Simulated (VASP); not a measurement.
# CuI (Marshite) (F-43m) in VASP: a series of runs

The runs below take CuI (Marshite) through single point, with LDA.

All numbers are computed with VASP 6.6.1; they aren't measurements. Logs are shortened: lines on timing, memory, paths and dates and some standing lists are left out, and cuts for length are marked.

### Step 1. The cell of the first run

The structure is cubic, space group F-43m (No. 216). Conventional cell: a = 5.539 Å, b = 5.539 Å, c = 5.539 Å, α = 90.00°, β = 90.00°, γ = 90.00°. Within 3.2 Å of Cu (site symmetry -43m) lie 4 I at 2.40 Å. Within 3.2 Å of I (site symmetry -43m) lie 4 Cu at 2.40 Å.

### Step 2. Single point, LDA

File INCAR:

```
SYSTEM = CuI
PREC = Accurate
ENCUT = 520
EDIFF = 1E-6
ISMEAR = 0
SIGMA = 0.01
LREAL = .FALSE.
LASPH = .TRUE.
NELM = 80
ALGO = Normal
ISIF = 2
LWAVE = .FALSE.
LCHARG = .FALSE.
GGA = CA
NBANDS = 16
```

File KPOINTS:

```
regular mesh
0
G
  6 6 6
  0 0 0
```

File POSCAR:

```
CuI
1.0
    2.7695262403      2.7695262403      0.0000000000
   -2.7695262403      2.7695262403      0.0000000000
    0.0000000000      2.7695262403      2.7695262403
Cu I
1 1
Direct
    0.7500000000      0.2500000000      0.5000000000
    0.0000000000      0.0000000000      0.0000000000
```

Potentials or basis: VASP PAW LDA potentials, release 64 (Cu, I).

The run is started by

```bash
cat potpaw_LDA.64/Cu/POTCAR potpaw_LDA.64/I/POTCAR > POTCAR
mpirun -np 1 vasp_std > vasp.out
```

OUTCAR:

```text
SYSTEM = CuI
   PREC = Accurate
   ENCUT = 520
   EDIFF = 1E-6
   ISMEAR = 0
   LREAL = .FALSE.
   LASPH = .TRUE.
   NELM = 80
   ISIF = 2
   GGA = CA

 ion  position               nearest neighbor table
   1  0.750  0.250  0.500-   2 2.40   2 2.40   2 2.40   2 2.40
   2  0.000  0.000  0.000-   1 2.40   1 2.40   1 2.40   1 2.40

  LATTYP: Found a face centered cubic cell.
 ALAT       =     5.5390524806

  Lattice vectors:

 A1 = (   0.0000000000,   2.7695262403,   2.7695262403)
 A2 = (   2.7695262403,   0.0000000000,   2.7695262403)
 A3 = (   2.7695262403,   2.7695262403,   0.0000000000)

Analysis of symmetry for initial positions (statically):
=====================================================================
 Subroutine PRICEL returns:
 Original cell was already a primitive cell.

 Routine SETGRP: Setting up the symmetry group for a
 face centered cubic supercell.

 Subroutine GETGRP returns: Found 24 space group operations
 (whereof 24 operations were pure point group operations)
 out of a pool of 48 trial point group operations.

The static configuration has the point symmetry T_d .

Analysis of symmetry for dynamics (positions and initial velocities):
=====================================================================
 Subroutine PRICEL returns:
 Original cell was already a primitive cell.

 Routine SETGRP: Setting up the symmetry group for a
 face centered cubic supercell.

 Subroutine GETGRP returns: Found 24 space group operations
 (whereof 24 operations were pure point group operations)
 out of a pool of 48 trial point group operations.

The dynamic configuration has the point symmetry T_d .

 Subroutine INISYM returns: Found 24 space group operations
 (whereof 24 operations are pure point group operations),
 and found     1 'primitive' translations

----------------------------------------------------------------------------------------

                                     Primitive cell

  volume of cell :      42.4861

  direct lattice vectors                    reciprocal lattice vectors
     2.769526240  2.769526240  0.000000000     0.180536293  0.180536293 -0.180536293
    -2.769526240  2.769526240  0.000000000    -0.180536293  0.180536293 -0.180536293
     0.000000000  2.769526240  2.769526240     0.000000000  0.000000000  0.361072585

  length of vectors
     3.916701570  3.916701570  3.916701570     0.312698032  0.312698032  0.361072585

  position of ions in fractional coordinates (direct lattice)
     0.750000000  0.250000000  0.500000000
     0.000000000  0.000000000  0.000000000

  ion indices of the primitive-cell ions
   primitive index   ion index
                 1           1
                 2           2

----------------------------------------------------------------------------------------

 KPOINTS: regular mesh

Automatic generation of k-mesh.
 Grid dimensions read from file:
 generate k-points for:    6    6    6

 Generating k-lattice:

  Cartesian coordinates                     Fractional coordinates (reciprocal lattice)
     0.030089382  0.030089382 -0.030089382     0.166666667  0.000000000  0.000000000
    -0.030089382  0.030089382 -0.030089382     0.000000000  0.166666667  0.000000000
     0.000000000  0.000000000  0.060178764     0.000000000  0.000000000  0.166666667

  Length of vectors
     0.052116339  0.052116339  0.060178764

  Shift w.r.t. Gamma in fractional coordinates (k-lattice)
     0.000000000  0.000000000  0.000000000

 Subroutine IBZKPT returns following result:
 ===========================================

 Found     16 irreducible k-points:

 Following reciprocal coordinates:
            Coordinates               Weight
  0.000000  0.000000  0.000000      1.000000
  0.166667  0.000000  0.000000      8.000000
  0.333333  0.000000  0.000000      8.000000
  0.500000  0.000000  0.000000      4.000000
  0.166667  0.166667  0.000000     12.000000
  0.333333  0.166667  0.000000     24.000000
[... 8 lines left out ...]
  0.500000  0.333333  0.166667     24.000000
  0.500000  0.500000  0.166667     12.000000
   k-points           NKPTS =     16   k-points in BZ     NKDIM =     16   number of bands    NBANDS=     16
   number of dos      NEDOS =    301   number of ions     NIONS =      2
   total plane-waves  NPLWV =  27000
   dimension x,y,z NGX =    30 NGY =   30 NGZ =   30
   dimension x,y,z NGXF=    60 NGYF=   60 NGZF=   60
   ions per type =               1   1
   NGX,Y,Z   is equivalent  to a cutoff of  12.73, 12.73, 12.73 a.u.
   NGXF,Y,Z  is equivalent  to a cutoff of  25.47, 25.47, 25.47 a.u.
 SYSTEM =  CuI
   PREC   = accura    normal or accurate (medium, high low for compatibility)
   ISTART =      0    job   : 0-new  1-cont  2-samecut
   ICHARG =      2    charge: 1-file 2-atom 10-const
   ISPIN  =      1    spin polarized calculation?
   LNONCOLLINEAR =      F non collinear calculations
   LSORBIT =      F    spin-orbit coupling
   LASPH  =      T    aspherical Exc in radial PAW
   ENCUT  =  520.0 eV  38.22 Ry    6.18 a.u.   7.28  7.28  7.28*2*pi/ulx,y,z
   NELM   =     80;   NELMIN=  2; NELMDL= -5     # of ELM steps
   EDIFF  = 0.1E-05   stopping-criterion for ELM
   LREAL  =      F    real-space projection
   EDIFFG = 0.1E-04   stopping-criterion for IOM
   NSW    =      0    number of steps for IOM
   IBRION =     -1    ionic relax: 0-MD 1-quasi-New 2-CG
   NFREE  =      0    steps in history (QN), initial steepest desc. (CG)
   ISIF   =      2    stress and relaxation
   ISYM   =      2    0-nonsym 1-usesym 2-fastsym
   POTIM  = 0.5000    time-step for ionic-motion
   TEBEG  =    0.0;   TEEND  =   0.0 temperature during run
   PSTRESS=    0.0 pullay stress
   NELECT =      18.0000    total number of electrons
   NUPDOWN=      -1.0000    fix difference up-down
   EMIN   =  10.00;   EMAX   =-10.00  energy-range for DOS
   EFERMI =   0.00;   METHOD = LEGACY
   ISMEAR =     0;   SIGMA  =   0.01  broadening in eV -4-tet -1-fermi 0-gaus
   EFERMI_NEDOS =   21; number of points for ismear=-14 and -15
   IALGO  =     38    algorithm
   IMIX   =      4    mixing-type and parameters
     AMIX     =   0.40;   BMIX     =  1.00
     AMIX_MAG =   1.60;   BMIX_MAG =  1.00
  volume/ion in A,a.u.               =      21.24       143.36
  Fermi-wavevector in a.u.,A,eV,Ry     =   1.229561  2.323534 20.569573  1.511821
  Thomas-Fermi vector in A             =   2.364444
   LORBIT       =      0    0 simple, 1 ext, 2 COOP (PROOUT), +10 PAW based schemes
   GGA     = CA    functional components
   LHFCALC =     F    Hartree Fock is set to
   AEXX    =    0.0000 exact exchange contribution
   IVDW    =     0    specifies the selected vdW correction
   LEPSILON=     F    determine dielectric tensor
   LRPA    =     F    only Hartree local field effects (RPA)
 non-spin polarized calculation
 Gauss-broadening in eV      SIGMA  =   0.01
  energy-cutoff  :      520.00
  volume of cell :       42.49
 maximum number of plane-waves:      1162
 NGX is ok and might be reduce to    30
   NGX = 15   NGY = 15   NGZ = 15

 number of electron      17.9999987 magnetization

 Free energy of the ion-electron system (eV)
  ---------------------------------------------------
  ext. energy  EPLUGINS =         0.00000000
  ---------------------------------------------------
  free energy    TOTEN  =        -6.67523488 eV

  energy without entropy =       -6.67523488  energy(sigma->0) =       -6.67523488

 E-fermi :   7.7154     XC(G=0): -10.5614

 val. band max:        7.6581399648   @ k =   0.0000   0.0000   0.0000
 cond. band min:       9.5335255960   @ k =   0.0000   0.0000   0.0000
 fundamental gap:      1.8753856312
 Fermi energy:         7.7154299439

 k-point     1 :       0.0000    0.0000    0.0000
  band No.  band energies     occupation
      1      -8.1202      2.00000
      2       2.4635      2.00000
      3       2.4635      2.00000
      4       2.4635      2.00000
      5       4.2841      2.00000
      6       4.2841      2.00000
[... 8 lines left out ...]
     15      17.8225      0.00000
     16      17.8225      0.00000

 k-point     2 :       0.1667    0.0000    0.0000
  band No.  band energies     occupation
      1      -7.8955      2.00000
      2       1.9665      2.00000
      3       2.4985      2.00000
      4       2.4985      2.00000
      5       4.2665      2.00000
      6       4.2665      2.00000
[... 8 lines left out ...]
     15      16.5179      0.00000
     16      16.7356      0.00000

 k-point     3 :       0.3333    0.0000    0.0000
  band No.  band energies     occupation
      1      -7.3724      2.00000
      2       0.8042      2.00000
      3       2.5542      2.00000
      4       2.5542      2.00000
      5       4.2800      2.00000
      6       4.2800      2.00000
[... 8 lines left out ...]
     15      17.2222      0.00000
     16      17.2222      0.00000

 k-point     4 :       0.5000    0.0000    0.0000
  band No.  band energies     occupation
      1      -7.0575      2.00000
      2       0.1452      2.00000
      3       2.5725      2.00000
      4       2.5725      2.00000
      5       4.3217      2.00000
      6       4.3217      2.00000
[... 8 lines left out ...]
     15      19.3155      0.00000
     16      19.3155      0.00000

 k-point     5 :       0.1667    0.1667    0.0000
  band No.  band energies     occupation
      1      -7.5659      2.00000
      2       1.4419      2.00000
      3       2.3359      2.00000
      4       2.5688      2.00000
      5       4.2069      2.00000
      6       4.3083      2.00000
[... 8 lines left out ...]
     15      17.6677      0.00000
     16      18.7737      0.00000

 k-point     6 :       0.3333    0.1667    0.0000
  band No.  band energies     occupation
      1      -7.0833      2.00000
      2       0.6522      2.00000
      3       2.1298      2.00000
      4       2.6060      2.00000
      5       4.2375      2.00000
      6       4.2920      2.00000
[... 8 lines left out ...]
     15      17.8521      0.00000
     16      19.4379      0.00000

 k-point     7 :       0.5000    0.1667    0.0000
  band No.  band energies     occupation
      1      -6.9758      2.00000
      2       0.4320      2.00000
      3       2.2141      2.00000
      4       2.5799      2.00000
      5       4.2276      2.00000
      6       4.3287      2.00000
[... 8 lines left out ...]
     15      19.2203      0.00000
     16      19.3977      0.00000

 k-point     8 :      -0.3333    0.1667    0.0000
  band No.  band energies     occupation
      1      -7.3896      2.00000
      2       1.1418      2.00000
      3       2.4312      2.00000
      4       2.5248      2.00000
      5       4.1654      2.00000
      6       4.3354      2.00000
[... 8 lines left out ...]
     15      18.3690      0.00000
     16      18.4054      0.00000

 k-point     9 :      -0.1667    0.1667    0.0000
  band No.  band energies     occupation
      1      -7.8200      2.00000
      2       1.9141      2.00000
      3       2.4798      2.00000
      4       2.4798      2.00000
      5       4.1940      2.00000
      6       4.3138      2.00000
[... 8 lines left out ...]
     15      18.1201      0.00000
     16      18.2210      0.00000

 k-point    10 :       0.3333    0.3333    0.0000
  band No.  band energies     occupation
      1      -6.7768      2.00000
      2       0.8984      2.00000
      3       1.3717      2.00000
      4       2.6272      2.00000
      5       4.0791      2.00000
      6       4.2694      2.00000
[... 8 lines left out ...]
     15      17.3396      0.00000
     16      21.8472      0.00000

 k-point    11 :       0.5000    0.3333    0.0000
  band No.  band energies     occupation
      1      -6.7897      2.00000
      2       0.5019      2.00000
      3       2.1670      2.00000
      4       2.6031      2.00000
      5       4.1230      2.00000
      6       4.3601      2.00000
[... 8 lines left out ...]
     15      19.7577      0.00000
     16      21.5612      0.00000

 k-point    12 :      -0.3333    0.3333    0.0000
  band No.  band energies     occupation
      1      -7.1146      2.00000
      2       0.7969      2.00000
      3       2.5518      2.00000
      4       2.5518      2.00000
      5       4.0664      2.00000
      6       4.3736      2.00000
[... 8 lines left out ...]
     15      18.9765      0.00000
     16      22.1631      0.00000

 k-point    13 :       0.5000    0.5000    0.0000
  band No.  band energies     occupation
      1      -6.6826      2.00000
      2       0.1963      2.00000
      3       2.6202      2.00000
      4       2.6202      2.00000
      5       4.1776      2.00000
      6       4.4036      2.00000
[... 8 lines left out ...]
     15      19.7659      0.00000
     16      20.7982      0.00000

 k-point    14 :       0.3333    0.3333    0.1667
  band No.  band energies     occupation
      1      -6.9977      2.00000
      2       0.8179      2.00000
      3       2.0111      2.00000
      4       2.5770      2.00000
      5       4.1755      2.00000
      6       4.3065      2.00000
[... 8 lines left out ...]
     15      19.4650      0.00000
     16      20.8549      0.00000

 k-point    15 :       0.5000    0.3333    0.1667
  band No.  band energies     occupation
      1      -6.7767      2.00000
      2       0.7702      2.00000
      3       1.5926      2.00000
      4       2.5681      2.00000
      5       4.1160      2.00000
      6       4.2798      2.00000
[... 8 lines left out ...]
     15      19.7148      0.00000
     16      20.6486      0.00000

 k-point    16 :       0.5000    0.5000    0.1667
  band No.  band energies     occupation
      1      -6.6753      2.00000
      2       0.6211      2.00000
      3       1.8280      2.00000
      4       2.5277      2.00000
      5       4.1329      2.00000
      6       4.2265      2.00000
[... 8 lines left out ...]
     15      20.4577      0.00000
     16      20.9033      0.00000

------------------------ aborting loop because EDIFF is reached ----------------------------------------

  FORCE on cell =-STRESS in cart. coord.  units (eV):
  Direction    XX          YY          ZZ          XY          YZ          ZX
  --------------------------------------------------------------------------------------
  -------------------------------------------------------------------------------------
  Total        4.0831905      4.0831905      4.0831905      0.0000000      0.0000000      0.0000000
  in kB      153.9798103    153.9798103    153.9798103      0.0000000      0.0000000      0.0000000
  external PRESSURE =     153.9798103 kB  Pullay stress =       0.0000000 kB

 VOLUME and BASIS-vectors are now :
 -----------------------------------------------------------------------------
  energy-cutoff  :      520.00
  volume of cell :       42.49
      direct lattice vectors                 reciprocal lattice vectors
     2.769526240  2.769526240  0.000000000     0.180536293  0.180536293 -0.180536293
    -2.769526240  2.769526240  0.000000000    -0.180536293  0.180536293 -0.180536293
     0.000000000  2.769526240  2.769526240     0.000000000  0.000000000  0.361072585

 POSITION                                       TOTAL-FORCE (eV/Angst)
 -----------------------------------------------------------------------------------
      1.38476      4.15429      1.38476        -0.000000     -0.000000      0.000000
      0.00000      0.00000      0.00000         0.000000      0.000000     -0.000000
 -----------------------------------------------------------------------------------
    total drift:                                0.000001      0.000000      0.000000

  FREE ENERGIE OF THE ION-ELECTRON SYSTEM (eV)
  ---------------------------------------------------
  free  energy   TOTEN  =        -6.6752348782 eV

  energy  without entropy=       -6.6752348782  energy(sigma->0) =       -6.67523488
```

Wall time 12 s (1 thread of Intel Xeon 6975P-C (Granite Rapids), shared host); peak memory 0.14 GiB.

What came out:

* Free energy: -6.6752 eV
* Pressure: 15.4 GPa
* Band gap on the k mesh: 1.88 eV, direct

Caveat: spin-orbit coupling is left out, which moves the levels of the heavy elements.

### Step 3. Single point, LDA

File INCAR:

```
PREC = Accurate
ENCUT = 520
EDIFF = 1E-6
ISMEAR = 0
SIGMA = 0.01
LREAL = False
LASPH = True
NELM = 100
ALGO = Normal
ISIF = 2
LWAVE = False
LCHARG = True
LELF = True
LVHAR = True
NBANDS = 16
```

File KPOINTS:

```
Automatic mesh
0
Gamma
  6 6 6
```

POSCAR is that of step 2.

Potentials or basis: VASP PAW LDA potentials, release 64 (Cu, I).

The run is started by

```bash
cat potpaw_LDA.64/Cu/POTCAR potpaw_LDA.64/I/POTCAR > POTCAR
mpirun -np 1 vasp_std > vasp.out
```

Wall time 13 s (1 thread of Intel Xeon 6975P-C (Granite Rapids), shared host); peak memory 0.15 GiB.

Results (log left out):

| Quantity | Value |
| --- | --- |
| Free energy | -6.6752 eV |
| Pressure | 15.4 GPa |
| Band gap on the k mesh | 1.88 eV, direct |

Levels at points of the mesh, in eV from the valence-band top:
```csv
k point,band 6,band 7,band 8,band 9,band 10,band 11,band 12,band 13
"(0.00, 0.00, 0.00)",-3.37,0.00,0.00,0.00,1.88,4.48,4.48,4.48
"(0.50, 0.00, 0.00)",-3.34,-3.26,-1.26,-1.26,2.28,5.13,5.13,7.29
"(0.50, 0.50, 0.00)",-3.25,-3.22,-2.77,-2.77,2.00,2.50,11.18,11.18
```

Caveat: spin-orbit coupling is left out, which moves the levels of the heavy elements. A k mesh can miss the band edges.
